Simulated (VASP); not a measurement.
The system is Ag.

```
Ag
1.0
    -1.64454    1.64454    1.64454
     1.64454   -1.64454    1.64454
     1.64454    1.64454   -1.64454
Ag
1
Cartesian
  0.0000 0.0000 0.0000
```

Program: VASP 6.6.1. Alike in all runs: task single point; no spin polarisation; cell as given; k mesh 11 × 11 × 11; cutoff (eV) 520; smearing fermi-dirac 0.05 eV.

**Question.** Order these runs on this cell by their pressure, lowest first.
A. level PBE; potentials or basis VASP PAW PBE potentials, release 64 (Ag)
B. level LDA; potentials or basis VASP PAW LDA potentials, release 64 (Ag)
C. level r2SCAN; potentials or basis VASP PAW PBE potentials, release 64 (Ag)

**Answer.** B (-9.9 GPa), C (-1.9 GPa), A (0.9 GPa).

Caveats: the PAW data sets were made with another functional, which shifts forces and pressure a little (some runs).
